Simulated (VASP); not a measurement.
# MgO2 (R-3m) in VASP: a series of runs

MgO2 is run at these levels: r2SCAN; tasks: single point.

Program: VASP 6.6.1. These are calculated values, not measurements. Logs are shortened: lines on timing, memory, paths and dates and some standing lists are left out, and cuts for length are marked.

### Step 1. The cell of the first run

Symmetry: R-3m, No. 166, trigonal system. Conventional cell: a = 2.953 Å, b = 2.953 Å, c = 10.482 Å, α = 90.00°, β = 90.00°, γ = 120.00°. Within 2.6 Å of Mg (site symmetry -3m) lie 6 O at 1.98 Å. Within 2.0 Å of O (site symmetry 3m) lie 1 O at 1.49 Å and 3 Mg at 1.98 Å.

### Step 2. Single point, r2SCAN (strain -0.080 along x and y, +0.000 along z)

Input file POSCAR:

```
MgO2
1.0
    1.4763801347      0.8523884682      3.4939788749
   -1.4763801347      0.8523884682      3.4939788749
    0.0000000000     -1.7047769364      3.4939788749
Mg O
1 2
Direct
    0.0000000000      0.0000000000      0.0000000000
    0.4287860000      0.4287860000      0.4287860000
    0.5712140000      0.5712140000      0.5712140000
```

Input file INCAR.step1:

```
SYSTEM = MgO2
ALGO = Normal ; EDIFF = 1E-4
ENCUT = 520 ; GGA = PE
ISMEAR = 0 ; LASPH = .TRUE.
LCHARG = .FALSE. ; LREAL = .FALSE.
LWAVE = .TRUE. ; NBANDS = 14
NELM = 100 ; PREC = Accurate
SIGMA = 0.05
```

Input file INCAR.step2:

```
SYSTEM = MgO2
ALGO = Normal ; EDIFF = 1E-6
ENCUT = 520 ; ISIF = 2
ISMEAR = 0 ; ISTART = 1
LASPH = .TRUE. ; LCHARG = .TRUE.
LELF = .TRUE. ; LMIXTAU = .TRUE.
LREAL = .FALSE. ; LVHAR = .TRUE.
LWAVE = .FALSE. ; METAGGA = R2SCAN
NBANDS = 14 ; NELM = 100
PREC = Accurate ; SIGMA = 0.05
```

Input file KPOINTS:

```
k-points
0
G
  12 12 12
  0 0 0
```

Potentials or basis: VASP PAW PBE potentials, release 64 (Mg, O).

The run is started by

```sh
$ cat potpaw_PBE.64/Mg/POTCAR potpaw_PBE.64/O/POTCAR > POTCAR
$ cp INCAR.step1 INCAR
$ mpirun -np 1 vasp_std > vasp.out
$ cp INCAR.step2 INCAR
$ mpirun -np 1 vasp_std > vasp.out
```

OUTCAR:

```text
SYSTEM = MgO2
   EDIFF = 1E-6
   ENCUT = 520
   ISIF = 2
   ISMEAR = 0
   ISTART = 1
   LASPH = .TRUE.
   LREAL = .FALSE.
   METAGGA = R2SCAN
   NELM = 100
   PREC = Accurate

 ion  position               nearest neighbor table
   1  0.000  0.000  0.000-   3 1.98   3 1.98   2 1.98   2 1.98   3 1.98   2 1.98
   2  0.429  0.429  0.429-   3 1.49   1 1.98   1 1.98   1 1.98
   3  0.571  0.571  0.571-   2 1.49   1 1.98   1 1.98   1 1.98

  LATTYP: Found a trigonal (rhomboedric) cell.
 ALAT       =     3.8876924751
 COS(alpha) =     0.7115685763

  Lattice vectors:

 A1 = (   1.4763801347,   0.8523884682,   3.4939788749)
 A2 = (  -1.4763801347,   0.8523884682,   3.4939788749)
 A3 = (   0.0000000000,  -1.7047769364,   3.4939788749)

Analysis of symmetry for initial positions (statically):
=====================================================================
 Subroutine PRICEL returns:
 Original cell was already a primitive cell.

 Routine SETGRP: Setting up the symmetry group for a
 trigonal (rhombohedral) supercell.

 Subroutine GETGRP returns: Found 12 space group operations
 (whereof 12 operations were pure point group operations)
 out of a pool of 12 trial point group operations.

The static configuration has the point symmetry D_3d.

Analysis of symmetry for dynamics (positions and initial velocities):
=====================================================================
 Subroutine PRICEL returns:
 Original cell was already a primitive cell.

 Routine SETGRP: Setting up the symmetry group for a
 trigonal (rhombohedral) supercell.

 Subroutine GETGRP returns: Found 12 space group operations
 (whereof 12 operations were pure point group operations)
 out of a pool of 12 trial point group operations.

The dynamic configuration has the point symmetry D_3d.

 Subroutine INISYM returns: Found 12 space group operations
 (whereof 12 operations are pure point group operations),
 and found     1 'primitive' translations

----------------------------------------------------------------------------------------

                                     Primitive cell

  volume of cell :      26.3820

  direct lattice vectors                    reciprocal lattice vectors
     1.476380135  0.852388468  3.493978875     0.338666166  0.195529002  0.095402218
    -1.476380135  0.852388468  3.493978875    -0.338666166  0.195529002  0.095402218
     0.000000000 -1.704776936  3.493978875     0.000000000 -0.391058004  0.095402218

  length of vectors
     3.887692475  3.887692475  3.887692475     0.402526951  0.402526951  0.402526951

  position of ions in fractional coordinates (direct lattice)
     0.000000000  0.000000000  0.000000000
     0.428786000  0.428786000  0.428786000
     0.571214000  0.571214000  0.571214000

  ion indices of the primitive-cell ions
   primitive index   ion index
                 1           1
                 2           2
                 3           3

----------------------------------------------------------------------------------------

 KPOINTS: k-points

Automatic generation of k-mesh.
 Grid dimensions read from file:
 generate k-points for:   12   12   12

 Generating k-lattice:

  Cartesian coordinates                     Fractional coordinates (reciprocal lattice)
     0.028222181  0.016294084  0.007950185     0.083333333  0.000000000 -0.000000000
    -0.028222181  0.016294084  0.007950185     0.000000000  0.083333333 -0.000000000
     0.000000000 -0.032588167  0.007950185    -0.000000000 -0.000000000  0.083333333

  Length of vectors
     0.033543913  0.033543913  0.033543913

  Shift w.r.t. Gamma in fractional coordinates (k-lattice)
     0.000000000  0.000000000  0.000000000

 Subroutine IBZKPT returns following result:
 ===========================================

 Found    189 irreducible k-points:

 Following reciprocal coordinates:
            Coordinates               Weight
  0.000000  0.000000  0.000000      1.000000
  0.083333 -0.000000  0.000000      6.000000
  0.166667 -0.000000  0.000000      6.000000
  0.250000 -0.000000  0.000000      6.000000
  0.333333 -0.000000  0.000000      6.000000
  0.416667 -0.000000  0.000000      6.000000
[... 16 lines left out ...]
  0.500000  0.166667  0.000000     12.000000
 -0.416667  0.166667  0.000000     12.000000
 [... further k-points ...]
   k-points           NKPTS =    189   k-points in BZ     NKDIM =    189   number of bands    NBANDS=     14
   number of dos      NEDOS =    301   number of ions     NIONS =      3
   total plane-waves  NPLWV =  27000
   dimension x,y,z NGX =    30 NGY =   30 NGZ =   30
   dimension x,y,z NGXF=    60 NGYF=   60 NGZF=   60
   ions per type =               1   2
   NGX,Y,Z   is equivalent  to a cutoff of  12.83, 12.83, 12.83 a.u.
   NGXF,Y,Z  is equivalent  to a cutoff of  25.66, 25.66, 25.66 a.u.
 SYSTEM =  MgO2
   PREC   = accura    normal or accurate (medium, high low for compatibility)
   ISTART =      1    job   : 0-new  1-cont  2-samecut
   ICHARG =      0    charge: 1-file 2-atom 10-const
   ISPIN  =      1    spin polarized calculation?
   LNONCOLLINEAR =      F non collinear calculations
   LSORBIT =      F    spin-orbit coupling
   LASPH  =      T    aspherical Exc in radial PAW
   ENCUT  =  520.0 eV  38.22 Ry    6.18 a.u.   7.23  7.23  7.23*2*pi/ulx,y,z
   NELM   =    100;   NELMIN=  2; NELMDL=  0     # of ELM steps
   EDIFF  = 0.1E-05   stopping-criterion for ELM
   LREAL  =      F    real-space projection
   EDIFFG = 0.1E-04   stopping-criterion for IOM
   NSW    =      0    number of steps for IOM
   IBRION =     -1    ionic relax: 0-MD 1-quasi-New 2-CG
   NFREE  =      0    steps in history (QN), initial steepest desc. (CG)
   ISIF   =      2    stress and relaxation
   ISYM   =      2    0-nonsym 1-usesym 2-fastsym
   POTIM  = 0.5000    time-step for ionic-motion
   TEBEG  =    0.0;   TEEND  =   0.0 temperature during run
   PSTRESS=    0.0 pullay stress
   NELECT =      14.0000    total number of electrons
   NUPDOWN=      -1.0000    fix difference up-down
   EMIN   =  10.00;   EMAX   =-10.00  energy-range for DOS
   EFERMI =   0.00;   METHOD = LEGACY
   ISMEAR =     0;   SIGMA  =   0.05  broadening in eV -4-tet -1-fermi 0-gaus
   EFERMI_NEDOS =   21; number of points for ismear=-14 and -15
   IALGO  =     38    algorithm
   IMIX   =      4    mixing-type and parameters
     AMIX     =   0.40;   BMIX     =  1.00
     AMIX_MAG =   1.60;   BMIX_MAG =  1.00
  volume/ion in A,a.u.               =       8.79        59.34
  Fermi-wavevector in a.u.,A,eV,Ry     =   1.325404  2.504651 23.901312  1.756697
  Thomas-Fermi vector in A             =   2.454868
   LORBIT       =      0    0 simple, 1 ext, 2 COOP (PROOUT), +10 PAW based schemes
   METAGGA = R2SCAN    functional components
   LHFCALC =     F    Hartree Fock is set to
   AEXX    =    0.0000 exact exchange contribution
   IVDW    =     0    specifies the selected vdW correction
   LEPSILON=     F    determine dielectric tensor
   LRPA    =     F    only Hartree local field effects (RPA)
 non-spin polarized calculation
 Gauss-broadening in eV      SIGMA  =   0.05
  energy-cutoff  :      520.00
  volume of cell :       26.38
 maximum number of plane-waves:       732
 NGX is ok and might be reduce to    30
   NGX = 15   NGY = 15   NGZ = 15

 number of electron      14.0000001 magnetization

 Free energy of the ion-electron system (eV)
  ---------------------------------------------------
  ext. energy  EPLUGINS =         0.00000000
  ---------------------------------------------------
  free energy    TOTEN  =       -21.29437482 eV

  energy without entropy =      -21.29437482  energy(sigma->0) =      -21.29437482

 E-fermi :   3.7157     XC(G=0): -11.6684

 val. band max:        3.3952655118   @ k =   0.5000   0.5000   0.5000
 cond. band min:       5.9533221555   @ k =   0.5000   0.5000   0.5000
 fundamental gap:      2.5580566437
 Fermi energy:         3.7156927173

 k-point     1 :       0.0000    0.0000    0.0000
  band No.  band energies     occupation
      1     -19.4534      2.00000
      2     -12.5288      2.00000
      3      -4.9632      2.00000
      4       0.1263      2.00000
      5       0.1263      2.00000
      6       2.4722      2.00000
      7       2.4722      2.00000
      8       8.8657      0.00000
      9      10.3454      0.00000
     10      17.5644      0.00000
     11      19.3756      0.00000
     12      21.0285      0.00000
     13      21.0285      0.00000
     14      23.9964      0.00000

 k-point     2 :       0.0833   -0.0000    0.0000
  band No.  band energies     occupation
      1     -19.4036      2.00000
      2     -12.5440      2.00000
      3      -4.8945      2.00000
      4      -0.1365      2.00000
      5       0.0862      2.00000
      6       2.3742      2.00000
      7       2.4397      2.00000
      8       8.8348      0.00000
      9      10.7031      0.00000
     10      17.6165      0.00000
     11      19.4407      0.00000
     12      20.2927      0.00000
     13      21.2833      0.00000
     14      23.5441      0.00000

 k-point     3 :       0.1667   -0.0000    0.0000
  band No.  band energies     occupation
      1     -19.2642      2.00000
      2     -12.5859      2.00000
      3      -4.7073      2.00000
      4      -0.8051      2.00000
      5      -0.0212      2.00000
      6       2.1415      2.00000
      7       2.3519      2.00000
      8       8.7431      0.00000
      9      11.6037      0.00000
     10      17.6846      0.00000
     11      19.0423      0.00000
     12      19.6884      0.00000
     13      22.0206      0.00000
     14      22.5840      0.00000
[... 324 lines left out ...]
 k-point    23 :       0.5000    0.1667    0.0000
  band No.  band energies     occupation
      1     -18.6054      2.00000
      2     -12.8839      2.00000
      3      -3.5483      2.00000
      4      -2.9784      2.00000
      5      -0.9031      2.00000
      6       1.5307      2.00000
      7       2.0143      2.00000
      8       7.8871      0.00000
      9      15.1948      0.00000
     10      16.6000      0.00000
     11      18.5715      0.00000
     12      19.6583      0.00000
     13      20.7518      0.00000
     14      24.7263      0.00000

 k-point    24 :      -0.4167    0.1667    0.0000
  band No.  band energies     occupation
      1     -18.5801      2.00000
      2     -12.8098      2.00000
      3      -3.7651      2.00000
      4      -2.8957      2.00000
      5      -0.9727      2.00000
      6       1.6019      2.00000
      7       1.7454      2.00000
      8       7.9866      0.00000
      9      15.1903      0.00000
     10      16.9678      0.00000
     11      18.8465      0.00000
     12      19.4694      0.00000
     13      20.4953      0.00000
     14      24.6146      0.00000

 [... further k-points ...]

------------------------ aborting loop because EDIFF is reached ----------------------------------------

  FORCE on cell =-STRESS in cart. coord.  units (eV):
  Direction    XX          YY          ZZ          XY          YZ          ZX
  --------------------------------------------------------------------------------------
  -------------------------------------------------------------------------------------
  Total        4.4509438      4.4509438      0.0122735      0.0000000      0.0000000     -0.0000000
  in kB      270.3058284    270.3058284      0.7453680      0.0000000      0.0000000     -0.0000000
  external PRESSURE =     180.4523416 kB  Pullay stress =       0.0000000 kB

 VOLUME and BASIS-vectors are now :
 -----------------------------------------------------------------------------
  energy-cutoff  :      520.00
  volume of cell :       26.38
      direct lattice vectors                 reciprocal lattice vectors
     1.476380135  0.852388468  3.493978875     0.338666166  0.195529002  0.095402218
    -1.476380135  0.852388468  3.493978875    -0.338666166  0.195529002  0.095402218
     0.000000000 -1.704776936  3.493978875     0.000000000 -0.391058004  0.095402218

 POSITION                                       TOTAL-FORCE (eV/Angst)
 -----------------------------------------------------------------------------------
      0.00000      0.00000      0.00000         0.000000      0.000000     -0.000000
      0.00000      0.00000      4.49451        -0.000000      0.000000      1.320216
      0.00000      0.00000      5.98743        -0.000000     -0.000000     -1.320216
 -----------------------------------------------------------------------------------
    total drift:                                0.000000     -0.000000      0.000000

  FREE ENERGIE OF THE ION-ELECTRON SYSTEM (eV)
  ---------------------------------------------------
  free  energy   TOTEN  =       -21.2943748242 eV

  energy  without entropy=      -21.2943748242  energy(sigma->0) =      -21.29437482
```

It took 8.9 min on 1 thread of Intel Xeon 8259CL, shared host; peak memory 0.22 GiB.

Results:

```yaml
Free_energy: -21.2944 eV
Pressure: 18.0 GPa
Largest_force: 1.320 eV/Å
Band_gap_on_the_k_mesh: 2.56 eV
```

Forces in eV/Å, atoms in the order of the input:
```
Mg   0.000  0.000  0.000
O    0.000  0.000  1.320
O    0.000  0.000 -1.320
```

Caveat: the cell differs from its parent crystal (strain -0.080 along x and y, +0.000 along z); the cell stands under pressure; the PAW data sets were made with another functional, which shifts forces and pressure a little. A k mesh can miss the band edges.

### Step 3. Single point, r2SCAN (strain -0.040 along x and y, -0.080 along z)

Input file POSCAR:

```
MgO2
1.0
    1.5405705754      0.8894488364      3.2144605649
   -1.5405705754      0.8894488364      3.2144605649
    0.0000000000     -1.7788976728      3.2144605649
Mg O
1 2
Direct
    0.0000000000      0.0000000000      0.0000000000
    0.4287860000      0.4287860000      0.4287860000
    0.5712140000      0.5712140000      0.5712140000
```

Input file INCAR.step1:

```
PREC = Accurate ; ENCUT = 520
ISMEAR = 0 ; SIGMA = 0.05
LREAL = F ; LASPH = T
NELM = 60 ; NBANDS = 14
GGA = PE ; ALGO = Normal
EDIFF = 1E-4 ; LWAVE = T
LCHARG = F
```

Input file INCAR.step2:

```
PREC = Accurate ; ENCUT = 520
EDIFF = 1E-6 ; ISMEAR = 0
SIGMA = 0.05 ; LREAL = F
LASPH = T ; NELM = 60
ALGO = Normal ; ISIF = 2
LWAVE = F ; LCHARG = F
METAGGA = R2SCAN ; LMIXTAU = T
NBANDS = 14 ; ISTART = 1
```

Input file KPOINTS:

```
regular mesh
0
Gamma
  12 12 12
```

Potentials or basis: VASP PAW PBE potentials, release 64 (Mg, O).

The run is started by

```sh
$ cat potpaw_PBE.64/Mg/POTCAR potpaw_PBE.64/O/POTCAR > POTCAR
$ cp INCAR.step1 INCAR
$ mpirun -np 1 vasp_std > vasp.out
$ cp INCAR.step2 INCAR
$ mpirun -np 1 vasp_std > vasp.out
```

It took 6.8 min on 1 thread of Intel Xeon 8259CL, shared host; peak memory 0.22 GiB.

The run converged. Its results:

```yaml
Free_energy: -21.1825 eV
Pressure: 27.8 GPa
Largest_force: 2.773 eV/Å
Band_gap_on_the_k_mesh: 4.32 eV (least direct gap 4.55 eV)
```

Forces on the atoms (eV/Å):
```
Mg   0.000  0.000  0.000
O    0.000  0.000 -2.773
O    0.000  0.000  2.773
```

Stress tensor (GPa, compression positive):
```
12.45  0.00  0.00
 0.00 12.45  0.00
 0.00  0.00 58.44
```

Levels at points of the mesh, in eV from the valence-band top:
| k point | band 5 | band 6 | band 7 | band 8 | band 9 | band 10 |
| --- | --- | --- | --- | --- | --- | --- |
| (0.00, 0.00, 0.00) | -4.67 | -1.18 | -1.18 | 5.34 | 6.98 | 15.17 |
| (0.50, 0.00, 0.00) | -5.08 | -1.64 | -1.19 | 6.42 | 9.48 | 11.79 |
| (0.50, 0.50, 0.00) | -5.89 | -2.41 | -0.16 | 5.94 | 8.14 | 12.26 |
| (0.50, 0.50, 0.50) | -5.38 | 0.00 | 0.00 | 4.85 | 5.10 | 12.25 |

Caveat: the cell differs from its parent crystal (strain -0.040 along x and y, -0.080 along z); the cell stands under pressure; the PAW data sets were made with another functional, which shifts forces and pressure a little.

### Step 4. Single point, r2SCAN (strain -0.080 along x and y, +0.040 along z)

Input file POSCAR:

```
MgO2
1.0
    1.4763801347      0.8523884682      3.6337380299
   -1.4763801347      0.8523884682      3.6337380299
    0.0000000000     -1.7047769364      3.6337380299
Mg O
1 2
Direct
    0.0000000000      0.0000000000      0.0000000000
    0.4287860000      0.4287860000      0.4287860000
    0.5712140000      0.5712140000      0.5712140000
```

Input file INCAR.step1:

```
SYSTEM = MgO2
  PREC = Accurate
  ENCUT = 520
  ISMEAR = 0
  SIGMA = 0.05
  LREAL = .False.
  LASPH = .True.
  NELM = 80
  NBANDS = 14
  GGA = PE
  ALGO = Normal
  EDIFF = 1E-4
  LWAVE = .True.
  LCHARG = .False.
```

Input file INCAR.step2:

```
SYSTEM = MgO2
  PREC = Accurate
  ENCUT = 520
  EDIFF = 1E-6
  ISMEAR = 0
  SIGMA = 0.05
  LREAL = .False.
  LASPH = .True.
  NELM = 80
  ALGO = Normal
  ISIF = 2
  LWAVE = .False.
  LCHARG = .True.
  METAGGA = R2SCAN
  LMIXTAU = .True.
  LELF = .True.
  LVHAR = .True.
  NBANDS = 14
  ISTART = 1
```

Input file KPOINTS:

```
regular mesh
0
Gamma
  12 12 12
  0 0 0
```

The run is started by

```sh
$ cat potpaw_PBE.64/Mg/POTCAR potpaw_PBE.64/O/POTCAR > POTCAR
$ cp INCAR.step1 INCAR
$ mpirun -np 1 vasp_std > vasp.out
$ cp INCAR.step2 INCAR
$ mpirun -np 1 vasp_std > vasp.out
```

Wall time 9.5 min (1 thread of Intel Xeon 8259CL, shared host); peak memory 0.22 GiB.

It converged, with:

```
Free energy            : -21.2168 eV
Pressure               : 8.2 GPa
Largest force          : 1.990 eV/Å
Band gap on the k mesh : 1.70 eV
```

Forces in eV/Å, atoms in the order of the input:
```
Mg   0.000  0.000  0.000
O    0.000  0.000  1.990
O    0.000  0.000 -1.990
```

Stress tensor (GPa, compression positive):
```
 23.99   0.00   0.00
  0.00  23.99   0.00
  0.00   0.00 -23.35
```

Levels at points of the mesh, in eV from the valence-band top:
```csv
k point,band 4,band 5,band 6,band 7,band 8,band 9,band 10,band 11
"(0.00, 0.00, 0.00)",-2.76,-2.76,-0.79,-0.79,4.76,7.19,13.64,15.22
"(0.50, 0.00, 0.00)",-6.25,-3.32,-1.82,-1.26,3.86,11.02,13.98,15.00
"(0.50, 0.50, 0.00)",-5.63,-3.88,-2.68,-0.39,3.11,10.39,14.11,14.81
"(0.50, 0.50, 0.50)",-3.30,-3.30,0.00,0.00,1.70,7.52,11.56,18.14
```

Caveat: the cell differs from its parent crystal (strain -0.080 along x and y, +0.040 along z); the cell stands under pressure; the PAW data sets were made with another functional, which shifts forces and pressure a little. A k mesh can miss the band edges.

[end of part 1 of 2]
